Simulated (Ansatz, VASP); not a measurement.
**One calculation of Ti, two programs**

```
CELL_PARAMETERS angstrom
2.77728 0.00000 0.00000
0.00000 2.77728 0.00000
0.00000 0.00000 2.77728
ATOMIC_POSITIONS crystal
Ti 0.00000 0.00000 0.00000
```

Alike in both runs: task single point; functional BLYP; k mesh 13 × 13 × 13; occupations fermi-dirac, width 0.1 eV; no spin polarisation.

```csv
,VASP,Ansatz
version,VASP 6.6.1,Ansatz 0.2.0
potentials or method,"VASP PAW PBE potentials, release 64 (Ti_sv), cutoff 520 eV","plane waves (420 eV) with PAW, scalar-relativistic"
valence electrons in the cell,12,12
```

VASP gave:

```
pressure (GPa) : -6.8
```

Question: Which values does Ansatz return?

Answer: Pressure (GPa): -6.7.

VASP's potentials were made for PBE, not for BLYP.
